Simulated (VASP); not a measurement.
# BeS (Fm-3m) in VASP: a series of runs, part 2 of 3

VASP 6.6.1. Earlier steps stand in the parts before.

### 4 Single point, r2SCAN

File POSCAR:

```
BeS
1.0
    0.0000000000      2.3172972170      2.3172972170
    2.3172972170      0.0000000000      2.3172972170
    2.3172972170      2.3172972170      0.0000000000
Be S
1 1
Direct
    0.0000000000      0.0000000000      0.0000000000
    0.5000000000      0.5000000000      0.5000000000
```

File INCAR.step1:

```
SYSTEM = BeS
  PREC = Accurate
  ENCUT = 660
  ISMEAR = 0
  SIGMA = 0.01
  LREAL = .False.
  LASPH = .True.
  NELM = 120
  NBANDS = 11
  GGA = PE
  ALGO = Normal
  EDIFF = 1E-5
  LWAVE = .True.
  LCHARG = .False.
  GGA_COMPAT = .False.
```

File INCAR.step2:

```
SYSTEM = BeS
  PREC = Accurate
  ENCUT = 660
  EDIFF = 1E-6
  ISMEAR = 0
  SIGMA = 0.01
  LREAL = .False.
  LASPH = .True.
  NELM = 120
  ALGO = Normal
  ISIF = 2
  LWAVE = .False.
  LCHARG = .False.
  METAGGA = R2SCAN
  LMIXTAU = .True.
  NBANDS = 11
  ISTART = 1
  GGA_COMPAT = .False.
```

File KPOINTS:

```
Automatic mesh
0
Gamma
  6 6 6
  0 0 0
```

Potentials or basis: VASP PAW PBE potentials, release 64 (Be, S).

On the command line:

```sh
$ cat potpaw_PBE.64/Be/POTCAR potpaw_PBE.64/S/POTCAR > POTCAR
$ cp INCAR.step1 INCAR
$ mpirun -np 1 vasp_std > vasp.out
$ cp INCAR.step2 INCAR
$ mpirun -np 1 vasp_std > vasp.out
```

OUTCAR:

```text
SYSTEM = BeS
   PREC = Accurate
   ENCUT = 660
   EDIFF = 1E-6
   ISMEAR = 0
   LREAL = .False.
   LASPH = .True.
   NELM = 120
   ISIF = 2
   METAGGA = R2SCAN
   ISTART = 1

 ion  position               nearest neighbor table
   1  0.000  0.000  0.000-   2 2.32   2 2.32   2 2.32   2 2.32   2 2.32   2 2.32
   2  0.500  0.500  0.500-   1 2.32   1 2.32   1 2.32   1 2.32   1 2.32   1 2.32

  LATTYP: Found a face centered cubic cell.
 ALAT       =     4.6345944340

  Lattice vectors:

 A1 = (   0.0000000000,   2.3172972170,   2.3172972170)
 A2 = (   2.3172972170,   0.0000000000,   2.3172972170)
 A3 = (   2.3172972170,   2.3172972170,   0.0000000000)

Analysis of symmetry for initial positions (statically):
=====================================================================
 Subroutine PRICEL returns:
 Original cell was already a primitive cell.

 Routine SETGRP: Setting up the symmetry group for a
 face centered cubic supercell.

 Subroutine GETGRP returns: Found 48 space group operations
 (whereof 48 operations were pure point group operations)
 out of a pool of 48 trial point group operations.

The static configuration has the point symmetry O_h .

Analysis of symmetry for dynamics (positions and initial velocities):
=====================================================================
 Subroutine PRICEL returns:
 Original cell was already a primitive cell.

 Routine SETGRP: Setting up the symmetry group for a
 face centered cubic supercell.

 Subroutine GETGRP returns: Found 48 space group operations
 (whereof 48 operations were pure point group operations)
 out of a pool of 48 trial point group operations.

The dynamic configuration has the point symmetry O_h .

 Subroutine INISYM returns: Found 48 space group operations
 (whereof 48 operations are pure point group operations),
 and found     1 'primitive' translations

----------------------------------------------------------------------------------------

                                     Primitive cell

  volume of cell :      24.8872

  direct lattice vectors                    reciprocal lattice vectors
     0.000000000  2.317297217  2.317297217    -0.215768610  0.215768610  0.215768610
     2.317297217  0.000000000  2.317297217     0.215768610 -0.215768610  0.215768610
     2.317297217  2.317297217  0.000000000     0.215768610  0.215768610 -0.215768610

  length of vectors
     3.277153152  3.277153152  3.277153152     0.373722196  0.373722196  0.373722196

  position of ions in fractional coordinates (direct lattice)
     0.000000000  0.000000000  0.000000000
     0.500000000  0.500000000  0.500000000

  ion indices of the primitive-cell ions
   primitive index   ion index
                 1           1
                 2           2

----------------------------------------------------------------------------------------

 KPOINTS: Automatic mesh

Automatic generation of k-mesh.
 Grid dimensions read from file:
 generate k-points for:    6    6    6

 Generating k-lattice:

  Cartesian coordinates                     Fractional coordinates (reciprocal lattice)
    -0.035961435  0.035961435  0.035961435     0.166666667  0.000000000  0.000000000
     0.035961435 -0.035961435  0.035961435     0.000000000  0.166666667  0.000000000
     0.035961435  0.035961435 -0.035961435     0.000000000  0.000000000  0.166666667

  Length of vectors
     0.062287033  0.062287033  0.062287033

  Shift w.r.t. Gamma in fractional coordinates (k-lattice)
     0.000000000  0.000000000  0.000000000

 Subroutine IBZKPT returns following result:
 ===========================================

 Found     16 irreducible k-points:

 Following reciprocal coordinates:
            Coordinates               Weight
  0.000000  0.000000  0.000000      1.000000
  0.166667  0.000000  0.000000      8.000000
  0.333333  0.000000  0.000000      8.000000
  0.500000  0.000000  0.000000      4.000000
  0.166667  0.166667  0.000000      6.000000
  0.333333  0.166667  0.000000     24.000000
[... 8 lines left out ...]
 -0.333333  0.333333  0.166667     24.000000
 -0.333333  0.500000  0.166667     12.000000
   k-points           NKPTS =     16   k-points in BZ     NKDIM =     16   number of bands    NBANDS=     11
   number of dos      NEDOS =    301   number of ions     NIONS =      2
   total plane-waves  NPLWV =  21952
   dimension x,y,z NGX =    28 NGY =   28 NGZ =   28
   dimension x,y,z NGXF=    56 NGYF=   56 NGZF=   56
   ions per type =               1   1
   NGX,Y,Z   is equivalent  to a cutoff of  14.20, 14.20, 14.20 a.u.
   NGXF,Y,Z  is equivalent  to a cutoff of  28.41, 28.41, 28.41 a.u.
 SYSTEM =  BeS
   PREC   = accura    normal or accurate (medium, high low for compatibility)
   ISTART =      1    job   : 0-new  1-cont  2-samecut
   ICHARG =      0    charge: 1-file 2-atom 10-const
   ISPIN  =      1    spin polarized calculation?
   LNONCOLLINEAR =      F non collinear calculations
   LSORBIT =      F    spin-orbit coupling
   LASPH  =      T    aspherical Exc in radial PAW
   ENCUT  =  660.0 eV  48.51 Ry    6.96 a.u.   6.86  6.86  6.86*2*pi/ulx,y,z
   NELM   =    120;   NELMIN=  2; NELMDL=  0     # of ELM steps
   EDIFF  = 0.1E-05   stopping-criterion for ELM
   LREAL  =      F    real-space projection
   EDIFFG = 0.1E-04   stopping-criterion for IOM
   NSW    =      0    number of steps for IOM
   IBRION =     -1    ionic relax: 0-MD 1-quasi-New 2-CG
   NFREE  =      0    steps in history (QN), initial steepest desc. (CG)
   ISIF   =      2    stress and relaxation
   ISYM   =      2    0-nonsym 1-usesym 2-fastsym
   POTIM  = 0.5000    time-step for ionic-motion
   TEBEG  =    0.0;   TEEND  =   0.0 temperature during run
   PSTRESS=    0.0 pullay stress
   NELECT =       8.0000    total number of electrons
   NUPDOWN=      -1.0000    fix difference up-down
   EMIN   =  10.00;   EMAX   =-10.00  energy-range for DOS
   EFERMI =   0.00;   METHOD = LEGACY
   ISMEAR =     0;   SIGMA  =   0.01  broadening in eV -4-tet -1-fermi 0-gaus
   EFERMI_NEDOS =   21; number of points for ismear=-14 and -15
   IALGO  =     38    algorithm
   IMIX   =      4    mixing-type and parameters
     AMIX     =   0.40;   BMIX     =  1.00
     AMIX_MAG =   1.60;   BMIX_MAG =  1.00
  volume/ion in A,a.u.               =      12.44        83.97
  Fermi-wavevector in a.u.,A,eV,Ry     =   1.121450  2.119232 17.111356  1.257649
  Thomas-Fermi vector in A             =   2.258103
   LORBIT       =      0    0 simple, 1 ext, 2 COOP (PROOUT), +10 PAW based schemes
   METAGGA = R2SCAN    functional components
   LHFCALC =     F    Hartree Fock is set to
   AEXX    =    0.0000 exact exchange contribution
   IVDW    =     0    specifies the selected vdW correction
   LEPSILON=     F    determine dielectric tensor
   LRPA    =     F    only Hartree local field effects (RPA)
 non-spin polarized calculation
 Gauss-broadening in eV      SIGMA  =   0.01
  energy-cutoff  :      660.00
  volume of cell :       24.89
 maximum number of plane-waves:       982
   NGX = 13   NGY = 13   NGZ = 13

 number of electron       7.9999999 magnetization

 Free energy of the ion-electron system (eV)
  ---------------------------------------------------
  ext. energy  EPLUGINS =         0.00000000
  ---------------------------------------------------
  free energy    TOTEN  =       -13.53974673 eV

  energy without entropy =      -13.53974673  energy(sigma->0) =      -13.53974673

 E-fermi :   6.4846     XC(G=0): -11.0870

 val. band max:        6.4368404878   @ k =  -0.1667   0.1667   0.0000
 cond. band min:       7.7846202368   @ k =   0.5000   0.5000   0.0000
 fundamental gap:      1.3477797490
 Fermi energy:         6.4846321193

 k-point     1 :       0.0000    0.0000    0.0000
  band No.  band energies     occupation
      1      -9.3005      2.00000
      2       6.1751      2.00000
      3       6.1751      2.00000
      4       6.1751      2.00000
      5      12.6476      0.00000
      6      15.8269      0.00000
      7      15.8269      0.00000
      8      15.8269      0.00000
      9      17.0964      0.00000
     10      17.0964      0.00000
     11      17.0964      0.00000
[... 197 lines left out ...]
 k-point    16 :      -0.3333    0.5000    0.1667
  band No.  band energies     occupation
      1      -5.8338      2.00000
      2       0.1386      2.00000
      3       1.8496      2.00000
      4       2.5682      2.00000
      5      10.0276      0.00000
      6      13.9692      0.00000
      7      14.8403      0.00000
      8      18.9757      0.00000
      9      20.0927      0.00000
     10      22.3004      0.00000
     11      25.4558      0.00000

------------------------ aborting loop because EDIFF is reached ----------------------------------------

  FORCE on cell =-STRESS in cart. coord.  units (eV):
  Direction    XX          YY          ZZ          XY          YZ          ZX
  --------------------------------------------------------------------------------------
  -------------------------------------------------------------------------------------
  Total        0.0144577      0.0144577      0.0144577      0.0000000      0.0000000     -0.0000000
  in kB        0.9307514      0.9307514      0.9307514      0.0000000      0.0000000     -0.0000000
  external PRESSURE =       0.9307514 kB  Pullay stress =       0.0000000 kB

 VOLUME and BASIS-vectors are now :
 -----------------------------------------------------------------------------
  energy-cutoff  :      660.00
  volume of cell :       24.89
      direct lattice vectors                 reciprocal lattice vectors
     0.000000000  2.317297217  2.317297217    -0.215768610  0.215768610  0.215768610
     2.317297217  0.000000000  2.317297217     0.215768610 -0.215768610  0.215768610
     2.317297217  2.317297217  0.000000000     0.215768610  0.215768610 -0.215768610

 POSITION                                       TOTAL-FORCE (eV/Angst)
 -----------------------------------------------------------------------------------
      0.00000      0.00000      0.00000        -0.000000      0.000000      0.000000
      2.31730      2.31730      2.31730         0.000000     -0.000000     -0.000000
 -----------------------------------------------------------------------------------
    total drift:                                0.000000      0.000000      0.000000

  FREE ENERGIE OF THE ION-ELECTRON SYSTEM (eV)
  ---------------------------------------------------
  free  energy   TOTEN  =       -13.5397467266 eV

  energy  without entropy=      -13.5397467266  energy(sigma->0) =      -13.53974673
```

Run time: 29 s. Hardware: 1 thread of Intel Xeon Platinum 8488C (Sapphire Rapids), shared host; peak memory 0.15 GiB.

Results:

```
Free energy            : -13.5397 eV
Pressure               : 0.1 GPa
Band gap on the k mesh : 1.35 eV, indirect (least direct gap 4.59 eV)
```

Levels at points of the mesh, in eV from the valence-band top:
```tsv
k point	band 2	band 3	band 4	band 5	band 6	band 7
(0.00, 0.00, 0.00)	-0.26	-0.26	-0.26	6.21	9.39	9.39
(0.50, 0.00, 0.00)	-7.43	-0.53	-0.53	4.48	4.48	4.85
(0.50, 0.50, 0.00)	-6.94	-3.25	-3.25	1.35	4.86	12.98
```

Caveat: the PAW data sets were made with another functional, which shifts forces and pressure a little.

### 5 Single point, PBE

File INCAR:

```
SYSTEM = BeS
  ALGO = Normal
  EDIFF = 1E-6
  ENCUT = 600
  GGA = PE
  GGA_COMPAT = .False.
  ISIF = 2
  ISMEAR = 0
  LASPH = .True.
  LCHARG = .False.
  LREAL = .False.
  LWAVE = .False.
  NBANDS = 11
  NELM = 120
  PREC = Accurate
  SIGMA = 0.01
```

File KPOINTS:

```
k-points
0
Gamma
  10 10 10
  0 0 0
```

POSCAR is that of step 4.

Potentials or basis: VASP PAW PBE potentials, release 64 (Be, S).

On the command line:

```sh
$ cat potpaw_PBE.64/Be/POTCAR potpaw_PBE.64/S/POTCAR > POTCAR
$ mpirun -np 1 vasp_std > vasp.out
```

OUTCAR:

```text
SYSTEM = BeS
   EDIFF = 1E-6
   ENCUT = 600
   GGA = PE
   ISIF = 2
   ISMEAR = 0
   LASPH = .True.
   LREAL = .False.
   NELM = 120
   PREC = Accurate

 ion  position               nearest neighbor table
   1  0.000  0.000  0.000-   2 2.32   2 2.32   2 2.32   2 2.32   2 2.32   2 2.32
   2  0.500  0.500  0.500-   1 2.32   1 2.32   1 2.32   1 2.32   1 2.32   1 2.32

  LATTYP: Found a face centered cubic cell.
 ALAT       =     4.6345944340

  Lattice vectors:

 A1 = (   0.0000000000,   2.3172972170,   2.3172972170)
 A2 = (   2.3172972170,   0.0000000000,   2.3172972170)
 A3 = (   2.3172972170,   2.3172972170,   0.0000000000)

Analysis of symmetry for initial positions (statically):
=====================================================================
 Subroutine PRICEL returns:
 Original cell was already a primitive cell.

 Routine SETGRP: Setting up the symmetry group for a
 face centered cubic supercell.

 Subroutine GETGRP returns: Found 48 space group operations
 (whereof 48 operations were pure point group operations)
 out of a pool of 48 trial point group operations.

The static configuration has the point symmetry O_h .

Analysis of symmetry for dynamics (positions and initial velocities):
=====================================================================
 Subroutine PRICEL returns:
 Original cell was already a primitive cell.

 Routine SETGRP: Setting up the symmetry group for a
 face centered cubic supercell.

 Subroutine GETGRP returns: Found 48 space group operations
 (whereof 48 operations were pure point group operations)
 out of a pool of 48 trial point group operations.

The dynamic configuration has the point symmetry O_h .

 Subroutine INISYM returns: Found 48 space group operations
 (whereof 48 operations are pure point group operations),
 and found     1 'primitive' translations

----------------------------------------------------------------------------------------

                                     Primitive cell
[... 114 lines left out ...]
  Thomas-Fermi vector in A             =   2.258103
   LORBIT       =      0    0 simple, 1 ext, 2 COOP (PROOUT), +10 PAW based schemes
   GGA     = PE    functional components
   LHFCALC =     F    Hartree Fock is set to
   AEXX    =    0.0000 exact exchange contribution
   IVDW    =     0    specifies the selected vdW correction
   LEPSILON=     F    determine dielectric tensor
   LRPA    =     F    only Hartree local field effects (RPA)
 non-spin polarized calculation
 Gauss-broadening in eV      SIGMA  =   0.01
  energy-cutoff  :      600.00
  volume of cell :       24.89
 maximum number of plane-waves:       869
 NGX is ok and might be reduce to    28
   NGX = 13   NGY = 13   NGZ = 13

 number of electron       7.9999999 magnetization

 Free energy of the ion-electron system (eV)
  ---------------------------------------------------
  ext. energy  EPLUGINS =         0.00000000
  ---------------------------------------------------
  free energy    TOTEN  =        -8.89478330 eV

  energy without entropy =       -8.89478330  energy(sigma->0) =       -8.89478330

 E-fermi :   6.5929     XC(G=0): -10.6079

 val. band max:        6.5430987476   @ k =  -0.2000   0.1000   0.0000
 cond. band min:       7.5732135893   @ k =   0.5000   0.5000   0.0000
 fundamental gap:      1.0301148416
 Fermi energy:         6.5928652186

 k-point     1 :       0.0000    0.0000    0.0000
  band No.  band energies     occupation
      1      -8.4941      2.00000
      2       6.2939      2.00000
      3       6.2939      2.00000
      4       6.2939      2.00000
      5      11.8779      0.00000
      6      15.4260      0.00000
      7      15.4260      0.00000
      8      15.4260      0.00000
      9      16.1781      0.00000
     10      16.1781      0.00000
     11      16.1781      0.00000
[... 309 lines left out ...]
 k-point    24 :       0.4000    0.3000    0.0000
  band No.  band energies     occupation
      1      -6.2331      2.00000
      2       1.3917      2.00000
      3       3.5645      2.00000
      4       3.9737      2.00000
      5       8.5757      0.00000
      6      12.0426      0.00000
      7      16.3302      0.00000
      8      16.7009      0.00000
      9      18.3427      0.00000
     10      22.1295      0.00000
     11      23.7235      0.00000

 [... further k-points ...]
[... 5 lines left out ...]
  --------------------------------------------------------------------------------------
  -------------------------------------------------------------------------------------
  Total       -0.0645419     -0.0645419     -0.0645419     -0.0000000      0.0000000     -0.0000000
  in kB       -4.1550602     -4.1550602     -4.1550602     -0.0000000      0.0000000     -0.0000000
  external PRESSURE =      -4.1550602 kB  Pullay stress =       0.0000000 kB

 VOLUME and BASIS-vectors are now :
 -----------------------------------------------------------------------------
  energy-cutoff  :      600.00
  volume of cell :       24.89
      direct lattice vectors                 reciprocal lattice vectors
     0.000000000  2.317297217  2.317297217    -0.215768610  0.215768610  0.215768610
     2.317297217  0.000000000  2.317297217     0.215768610 -0.215768610  0.215768610
     2.317297217  2.317297217  0.000000000     0.215768610  0.215768610 -0.215768610

 POSITION                                       TOTAL-FORCE (eV/Angst)
 -----------------------------------------------------------------------------------
      0.00000      0.00000      0.00000         0.000000      0.000000      0.000000
      2.31730      2.31730      2.31730        -0.000000     -0.000000     -0.000000
 -----------------------------------------------------------------------------------
    total drift:                                0.000000      0.000000      0.000000

  FREE ENERGIE OF THE ION-ELECTRON SYSTEM (eV)
  ---------------------------------------------------
  free  energy   TOTEN  =        -8.8947832955 eV

  energy  without entropy=       -8.8947832955  energy(sigma->0) =       -8.89478330
```

stdout:

```text
POSCAR found type information on POSCAR BeS
 POSCAR found :  2 types and       2 ions
 scaLAPACK will be used
 LDA part: xc-table for (Slater+PW92), standard interpolation
 POSCAR, INCAR and KPOINTS ok, starting setup
 FFT: planning ... GRIDC
 FFT: planning ... GRID_SOFT
 FFT: planning ... GRID
 WAVECAR not read
 entering main loop
```

It took 17 s on 1 thread of Intel Xeon Platinum 8488C (Sapphire Rapids), shared host; peak memory 0.15 GiB.

Results:

| Property | Result |
| --- | --- |
| Free energy | -8.8948 eV |
| Pressure | -0.4 GPa |
| Band gap on the k mesh | 1.03 eV, indirect (least direct gap 4.15 eV) |

(Part 2 of 3 ends here.)
